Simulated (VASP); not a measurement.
# Sb (R-3m) in VASP: a series of runs

The runs below take Sb through single point, with r2SCAN.

All numbers are computed with VASP 6.6.1; they aren't measurements. Logs are shortened: lines on timing, memory, paths and dates and some standing lists are left out, and cuts for length are marked.

**1. The cell of the first run**

The structure is trigonal, space group R-3m (No. 166). The conventional cell has a = 4.341 Å, b = 4.341 Å, c = 11.605 Å, α = 90.00°, β = 90.00°, γ = 120.00°. Sb (site symmetry 3m) has 6 Sb at 2.92 to 3.45 Å within 3.8 Å.

**2. Single point, r2SCAN**

Contents of POSCAR:

```
Sb
1.0
    4.3411347256      0.0000000000      0.0000000000
   -2.1705673628      3.7595329536      0.0000000000
    2.1705673628      1.2531776512      3.8683027600
Sb
2
Direct
    0.5371586904      0.7685793452      0.6942619644
    0.4628413096      0.2314206548      0.3057380356
```

Contents of INCAR.step1:

```
PREC = Accurate ; ENCUT = 520
ISMEAR = 0 ; SIGMA = 0.1
LREAL = F ; LASPH = T
NELM = 80 ; NBANDS = 12
GGA = PE ; ALGO = Normal
EDIFF = 1E-4 ; LWAVE = T
LCHARG = F
```

Contents of INCAR.step2:

```
PREC = Accurate ; ENCUT = 520
EDIFF = 1E-7 ; ISMEAR = 0
SIGMA = 0.1 ; LREAL = F
LASPH = T ; NELM = 80
ALGO = Normal ; ISIF = 2
LWAVE = F ; LCHARG = T
METAGGA = R2SCAN ; LMIXTAU = T
LELF = T ; LVHAR = T
NBANDS = 12 ; ISTART = 1
```

Contents of KPOINTS:

```
Automatic mesh
0
Gamma
  9 9 9
```

Potentials or basis: VASP PAW PBE potentials, release 64 (Sb).

Run with:

```
$ cat potpaw_PBE.64/Sb/POTCAR > POTCAR
$ cp INCAR.step1 INCAR
$ mpirun -np 1 vasp_std > vasp.out
$ cp INCAR.step2 INCAR
$ mpirun -np 1 vasp_std > vasp.out
```

OUTCAR:

```text
PREC = Accurate
   ENCUT = 520
   EDIFF = 1E-7
   ISMEAR = 0
   LREAL = F
   LASPH = T
   NELM = 80
   ISIF = 2
   METAGGA = R2SCAN
   ISTART = 1

 ion  position               nearest neighbor table
   1  0.537  0.769  0.694-   2 2.92   2 2.92   2 2.92   2 3.45   2 3.45   2 3.45
   2  0.463  0.231  0.306-   1 2.92   1 2.92   1 2.92   1 3.45   1 3.45   1 3.45

  LATTYP: Found a trigonal (rhomboedric) cell.
 ALAT       =     4.6092931285
 COS(alpha) =     0.5564854451

  Lattice vectors:

 A1 = (   0.0000000000,  -2.5063553024,   3.8683027600)
 A2 = (   2.1705673628,   1.2531776512,   3.8683027600)
 A3 = (  -2.1705673628,   1.2531776512,   3.8683027600)

Analysis of symmetry for initial positions (statically):
=====================================================================
 Subroutine PRICEL returns:
 Original cell was already a primitive cell.

 Routine SETGRP: Setting up the symmetry group for a
 trigonal (rhombohedral) supercell.

 Subroutine GETGRP returns: Found 12 space group operations
 (whereof 12 operations were pure point group operations)
 out of a pool of 12 trial point group operations.

The static configuration has the point symmetry D_3d.

Analysis of symmetry for dynamics (positions and initial velocities):
=====================================================================
 Subroutine PRICEL returns:
 Original cell was already a primitive cell.

 Routine SETGRP: Setting up the symmetry group for a
 trigonal (rhombohedral) supercell.

 Subroutine GETGRP returns: Found 12 space group operations
 (whereof 12 operations were pure point group operations)
 out of a pool of 12 trial point group operations.

The dynamic configuration has the point symmetry D_3d.

 Subroutine INISYM returns: Found 12 space group operations
 (whereof 12 operations are pure point group operations),
 and found     1 'primitive' translations

----------------------------------------------------------------------------------------

                                     Primitive cell

  volume of cell :      63.1332

  direct lattice vectors                    reciprocal lattice vectors
     4.341134726  0.000000000  0.000000000     0.230354519  0.132995243 -0.172340871
    -2.170567363  3.759532954  0.000000000     0.000000000  0.265990487 -0.086170435
     2.170567363  1.253177651  3.868302760     0.000000000  0.000000000  0.258511306

  length of vectors
     4.341134726  4.341134726  4.609293129     0.316942132  0.279600220  0.258511306

  position of ions in fractional coordinates (direct lattice)
     0.537158690  0.768579345  0.694261964
     0.462841310  0.231420655  0.305738036

  ion indices of the primitive-cell ions
   primitive index   ion index
                 1           1
                 2           2

----------------------------------------------------------------------------------------

 KPOINTS: Automatic mesh

Automatic generation of k-mesh.
 Grid dimensions read from file:
 generate k-points for:    9    9    9

 Generating k-lattice:

  Cartesian coordinates                     Fractional coordinates (reciprocal lattice)
     0.025594947  0.014777249 -0.019148986     0.111111111  0.000000000  0.000000000
     0.000000000  0.029554499 -0.009574493     0.000000000  0.111111111  0.000000000
     0.000000000  0.000000000  0.028723478     0.000000000  0.000000000  0.111111111

  Length of vectors
     0.035215792  0.031066691  0.028723478

  Shift w.r.t. Gamma in fractional coordinates (k-lattice)
     0.000000000  0.000000000  0.000000000

 Subroutine IBZKPT returns following result:
 ===========================================

 Found     85 irreducible k-points:

 Following reciprocal coordinates:
            Coordinates               Weight
  0.000000  0.000000  0.000000      1.000000
  0.111111  0.000000  0.000000      6.000000
  0.222222  0.000000  0.000000      6.000000
  0.333333  0.000000  0.000000      6.000000
  0.444444  0.000000  0.000000      6.000000
  0.000000  0.111111 -0.000000      6.000000
[... 16 lines left out ...]
  0.222222  0.444444  0.000000     12.000000
 -0.333333  0.444444 -0.000000     12.000000
 [... further k-points ...]
   k-points           NKPTS =     85   k-points in BZ     NKDIM =     85   number of bands    NBANDS=     12
   number of dos      NEDOS =    301   number of ions     NIONS =      2
   total plane-waves  NPLWV =  36864
   dimension x,y,z NGX =    32 NGY =   32 NGZ =   36
   dimension x,y,z NGXF=    64 NGYF=   64 NGZF=   72
   ions per type =               2
   NGX,Y,Z   is equivalent  to a cutoff of  12.25, 12.25, 12.98 a.u.
   NGXF,Y,Z  is equivalent  to a cutoff of  24.51, 24.51, 25.97 a.u.
 SYSTEM =  unknown system
   PREC   = accura    normal or accurate (medium, high low for compatibility)
   ISTART =      1    job   : 0-new  1-cont  2-samecut
   ICHARG =      0    charge: 1-file 2-atom 10-const
   ISPIN  =      1    spin polarized calculation?
   LNONCOLLINEAR =      F non collinear calculations
   LSORBIT =      F    spin-orbit coupling
   LASPH  =      T    aspherical Exc in radial PAW
   ENCUT  =  520.0 eV  38.22 Ry    6.18 a.u.   8.07  8.07  8.57*2*pi/ulx,y,z
   NELM   =     80;   NELMIN=  2; NELMDL=  0     # of ELM steps
   EDIFF  = 0.1E-06   stopping-criterion for ELM
   LREAL  =      F    real-space projection
   EDIFFG = 0.1E-05   stopping-criterion for IOM
   NSW    =      0    number of steps for IOM
   IBRION =     -1    ionic relax: 0-MD 1-quasi-New 2-CG
   NFREE  =      0    steps in history (QN), initial steepest desc. (CG)
   ISIF   =      2    stress and relaxation
   ISYM   =      2    0-nonsym 1-usesym 2-fastsym
   POTIM  = 0.5000    time-step for ionic-motion
   TEBEG  =    0.0;   TEEND  =   0.0 temperature during run
   PSTRESS=    0.0 pullay stress
   NELECT =      10.0000    total number of electrons
   NUPDOWN=      -1.0000    fix difference up-down
   EMIN   =  10.00;   EMAX   =-10.00  energy-range for DOS
   EFERMI =   0.00;   METHOD = LEGACY
   ISMEAR =     0;   SIGMA  =   0.10  broadening in eV -4-tet -1-fermi 0-gaus
   EFERMI_NEDOS =   21; number of points for ismear=-14 and -15
   IALGO  =     38    algorithm
   IMIX   =      4    mixing-type and parameters
     AMIX     =   0.40;   BMIX     =  1.00
     AMIX_MAG =   1.60;   BMIX_MAG =  1.00
  volume/ion in A,a.u.               =      31.57       213.02
  Fermi-wavevector in a.u.,A,eV,Ry     =   0.885773  1.673868 10.675040  0.784593
  Thomas-Fermi vector in A             =   2.006851
   LORBIT       =      0    0 simple, 1 ext, 2 COOP (PROOUT), +10 PAW based schemes
   METAGGA = R2SCAN    functional components
   LHFCALC =     F    Hartree Fock is set to
   AEXX    =    0.0000 exact exchange contribution
   IVDW    =     0    specifies the selected vdW correction
   LEPSILON=     F    determine dielectric tensor
   LRPA    =     F    only Hartree local field effects (RPA)
 non-spin polarized calculation
 Gauss-broadening in eV      SIGMA  =   0.10
  energy-cutoff  :      520.00
  volume of cell :       63.13
 maximum number of plane-waves:      1715
   NGX = 17   NGY = 17   NGZ = 17

 number of electron      10.0000000 magnetization

 Free energy of the ion-electron system (eV)
  ---------------------------------------------------
  ext. energy  EPLUGINS =         0.00000000
  ---------------------------------------------------
  free energy    TOTEN  =       -51.39865787 eV

  energy without entropy =      -51.39794969  energy(sigma->0) =      -51.39830378

 E-fermi :   6.7505     XC(G=0):  -9.7823

 val. band max:        6.6800742149   @ k =  -0.1111   0.1111   0.2222
 cond. band min:       6.8106290559   @ k =   0.0000   0.4444   0.0000
 fundamental gap:      0.1305548409
 Fermi energy:         6.7505379994

 k-point     1 :       0.0000    0.0000    0.0000
  band No.  band energies     occupation
      1      -6.3438      2.00000
      2       1.6671      2.00000
      3       4.4858      2.00000
      4       4.8035      2.00000
      5       4.8035      2.00000
      6       8.6349      0.00000
      7       9.3632      0.00000
      8       9.3632      0.00000
      9      12.2994      0.00000
     10      12.2994      0.00000
     11      12.5184      0.00000
     12      13.8923      0.00000

 k-point     2 :       0.1111    0.0000    0.0000
  band No.  band energies     occupation
      1      -6.1708      2.00000
      2       0.9898      2.00000
      3       4.2250      2.00000
      4       4.5067      2.00000
      5       5.6052      2.00000
      6       8.0824      0.00000
      7       8.9733      0.00000
      8       9.6323      0.00000
      9      11.6971      0.00000
     10      12.4123      0.00000
     11      12.7440      0.00000
     12      14.1858      0.00000

 k-point     3 :       0.2222    0.0000    0.0000
  band No.  band energies     occupation
      1      -5.6668      2.00000
      2      -0.0418      2.00000
      3       3.4224      2.00000
      4       3.8942      2.00000
      5       5.2658      2.00000
      6       8.3166      0.00000
      7       8.9910      0.00000
      8      10.2496      0.00000
      9      11.4664      0.00000
     10      13.5799      0.00000
     11      13.7656      0.00000
     12      15.0588      0.00000
[... 286 lines left out ...]
 k-point    23 :       0.2222    0.4444    0.0000
  band No.  band energies     occupation
      1      -4.0702      2.00000
      2      -2.5435      2.00000
      3       2.3064      2.00000
      4       4.4208      2.00000
      5       4.7814      2.00000
      6       7.8414      0.00000
      7       8.2279      0.00000
      8      10.8544      0.00000
      9      12.7602      0.00000
     10      14.0791      0.00000
     11      14.4849      0.00000
     12      17.0207      0.00000

 k-point    24 :      -0.3333    0.4444   -0.0000
  band No.  band energies     occupation
      1      -4.7079      2.00000
      2      -2.0437      2.00000
      3       3.4952      2.00000
      4       4.8385      2.00000
      5       5.5978      2.00000
      6       7.1021      0.00000
      7       7.4090      0.00000
      8       9.2486      0.00000
      9      12.5439      0.00000
     10      13.6174      0.00000
     11      16.1939      0.00000
     12      16.6913      0.00000

 [... further k-points ...]
[... 5 lines left out ...]
  --------------------------------------------------------------------------------------
  -------------------------------------------------------------------------------------
  Total        0.0659150      0.0659150      0.0166356      0.0000000      0.0000000     -0.0000000
  in kB        1.6727734      1.6727734      0.4221736      0.0000000      0.0000000     -0.0000000
  external PRESSURE =       1.2559068 kB  Pullay stress =       0.0000000 kB

 VOLUME and BASIS-vectors are now :
 -----------------------------------------------------------------------------
  energy-cutoff  :      520.00
  volume of cell :       63.13
      direct lattice vectors                 reciprocal lattice vectors
     4.341134726  0.000000000  0.000000000     0.230354519  0.132995243 -0.172340871
    -2.170567363  3.759532954  0.000000000     0.000000000  0.265990487 -0.086170435
     2.170567363  1.253177651  3.868302760     0.000000000  0.000000000  0.258511306

 POSITION                                       TOTAL-FORCE (eV/Angst)
 -----------------------------------------------------------------------------------
      2.17057      3.75953      2.68562        -0.000000      0.000000      0.037980
      2.17057      1.25318      1.18269         0.000000      0.000000     -0.037980
 -----------------------------------------------------------------------------------
    total drift:                               -0.000000      0.000000     -0.000000

  FREE ENERGIE OF THE ION-ELECTRON SYSTEM (eV)
  ---------------------------------------------------
  free  energy   TOTEN  =       -51.3986578662 eV

  energy  without entropy=      -51.3979496908  energy(sigma->0) =      -51.39830378
```

It took 84 s on 1 thread of Intel Xeon 6975P-C (Granite Rapids), shared host; peak memory 0.22 GiB.

What came out:

```yaml
Free_energy: -51.3987 eV
Pressure: 0.1 GPa
Largest_force: 0.038 eV/Å
```

Forces on the atoms (eV/Å):
```
Sb   0.000  0.000  0.038
Sb   0.000  0.000 -0.038
```

Stress tensor (GPa, compression positive):
```
0.17 0.00 0.00
0.00 0.17 0.00
0.00 0.00 0.04
```

Caveat: the PAW data sets were made with another functional, which shifts forces and pressure a little; spin-orbit coupling is left out, which moves the levels of the heavy elements.

(Continued in part 2 of 2.)
